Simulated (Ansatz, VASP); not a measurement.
**Zr: VASP beside Ansatz**

```xyz
2
Lattice="3.2221 0.0000 0.0000 -1.6111 2.7904 0.0000 0.0000 0.0000 5.1950" Properties=species:S:1:pos:R:3 pbc="T T T"
Zr    0.0000    1.8603    1.2988
Zr    1.6111    0.9301    3.8963
```

Alike in both runs: task relaxation of cell and atoms; functional PBE; k mesh 15 × 15 × 8; occupations gaussian, width 0.1 eV; no spin polarisation.

```csv
,VASP,Ansatz
version,VASP 6.6.1,Ansatz 0.2.0
potentials or method,"VASP PAW PBE potentials, release 64 (Zr_sv), cutoff 600 eV","scalar-relativistic, plane waves, PAW"
valence electrons in the cell,24,24
```

|  | VASP | Ansatz | Ansatz less VASP |
| --- | --- | --- | --- |
| gap on the k mesh at the Fermi level, each at its own relaxed structure (eV) | none | none | - |
| relaxed volume (Å³/atom) | 23.39 | 23.40 | +0.008 |
| relaxed cell length with the largest relative difference (Å) | 3.232 | 3.232 | +0.0004 |

A gap of «none» marks a metal or a gap that the smearing closes.
